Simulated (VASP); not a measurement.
La3Zr: single point with PBE

The system is La3Zr.

```xyz
4
Lattice="5.0727 0.0000 0.0000 0.0000 5.0727 0.0000 0.0000 0.0000 5.0727" Properties=species:S:1:pos:R:3 pbc="T T T"
La    0.0000    2.5363    2.5363
La    2.5363    0.0000    2.5363
La    2.5363    2.5363    0.0000
Zr    0.0000    0.0000    0.0000
```

```json
{"Program": "VASP 6.6.1", "Task": "single point", "Functional": "PBE", "Potentials or basis": "VASP PAW PBE potentials, release 64 (La, Zr_sv)", "Cutoff": "520 eV", "k mesh": "5 × 5 × 5", "Occupations": "methfessel-paxton, width 0.1 eV", "Spin": "no spin polarisation"}
```

The pressure is -0.1 GPa.

Levels at points of the mesh, in eV from the Fermi level:
```csv
k point,band 20,band 21,band 22,band 23,band 24,band 25,band 26,band 27
"(0.00, 0.00, 0.00)",-2.02,-1.56,-1.56,-1.56,1.33,1.33,1.33,1.71
```

Run time: 29 s on 1 thread of Intel(R) Xeon(R) 6975P-C (Granite Rapids), with other jobs on the host, peak memory 0.26 GiB.

Caveat: spin-orbit coupling is left out, which moves the levels of the heavy elements.
